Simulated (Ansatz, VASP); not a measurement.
Ga: VASP beside Ansatz

```xyz
1
Lattice="2.7165 0.0000 0.0000 0.0000 2.7165 0.0000 0.0000 0.0000 2.7165" Properties=species:S:1:pos:R:3 pbc="T T T"
Ga    0.0000    0.0000    0.0000
```

Alike in both runs: functional r2SCAN; k mesh 7 × 7 × 7; occupations fermi-dirac, width 0.05 eV; non-collinear spin, spin-orbit coupling.

```csv
,VASP,Ansatz
version,VASP 6.6.1,Ansatz 0.2.0
potentials or method,"VASP PAW PBE potentials, release 64 (Ga_d)",Ansatz PAW
plane-wave cutoff (eV),520,500
valence electrons in the cell,13,13
task,single point,band structure
```

Ansatz gave:

- pressure (GPa): -3.7

Q: Which values does VASP return?

A: Pressure (GPa): -3.6.

VASP's potentials were made for PBE, not for r2SCAN. The functional is the same, so the differences come from potentials, cutoffs and numerics.
